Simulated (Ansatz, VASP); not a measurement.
# TiAl in VASP and in Ansatz

The input INCAR:

```
  PREC = Accurate
  ENCUT = 600
  EDIFF = 1E-6
  ISMEAR = 0
  SIGMA = 0.1
  LREAL = F
  LASPH = T
  NELM = 60
  ALGO = Normal
  ISIF = 3
  LWAVE = F
  LCHARG = F
  GGA = PS
  IBRION = 2
  NSW = 80
  EDIFFG = -0.01
```

The input KPOINTS:

```
regular mesh
0
Gamma
  14 14 14
```

File POSCAR:

```
TiAl
1.0
    0.0000000000      2.5686142692      2.5686142692
    2.5686142692      0.0000000000      2.5686142692
    2.5686142692      2.5686142692      0.0000000000
Ti Al
1 1
Direct
    0.0000000000      0.0000000000      0.0000000000
    0.5000000000      0.5000000000      0.5000000000
```

Input for Ansatz:

```yaml
crystal:
  lattice:
    - [0.0, 2.5686142692, 2.5686142692]
    - [2.5686142692, 0.0, 2.5686142692]
    - [2.5686142692, 2.5686142692, 0.0]
  atoms:
    - { symbol: Ti, position: [0.0, 0.0, 0.0] }
    - { symbol: Al, position: [0.5, 0.5, 0.5] }
basis:
  ecutwfc: 420
kpoints:
  mp_grid: { grid: [14, 14, 14] }
hamiltonian:
  xc: pbesol
scf:
  occupations: { method: gaussian, width: 0.1 }
output:
  forces: true
  stress: true
  eigenvalues: true
relax:
  adjacent_minimum: "off"
  f_tol: 0.01
  max_steps: 60
  cell: { stress_tol: 0.1 }
```

Alike in both runs: task relaxation of cell and atoms; functional PBEsol; k mesh 14 × 14 × 14; occupations gaussian, width 0.1 eV; no spin polarisation.

```csv
,VASP,Ansatz
version,VASP 6.6.1,Ansatz 0.2.0
potentials or method,"VASP PAW PBE potentials, release 64 (Ti_sv, Al), cutoff 600 eV","scalar-relativistic, plane waves, PAW"
valence electrons in the cell,15,15
```

```csv
,VASP,Ansatz,Ansatz less VASP
"gap on the k mesh at the Fermi level, each at its own relaxed structure (eV)",none,none,-
relaxed volume (Å³/atom),17.92,17.89,-0.024
relaxed cell length with the largest relative difference (Å),3.701,3.699,-0.0017
```

VASP's potentials were made for PBE, not for PBEsol. A gap of «none» marks a metal or a gap that the smearing closes.
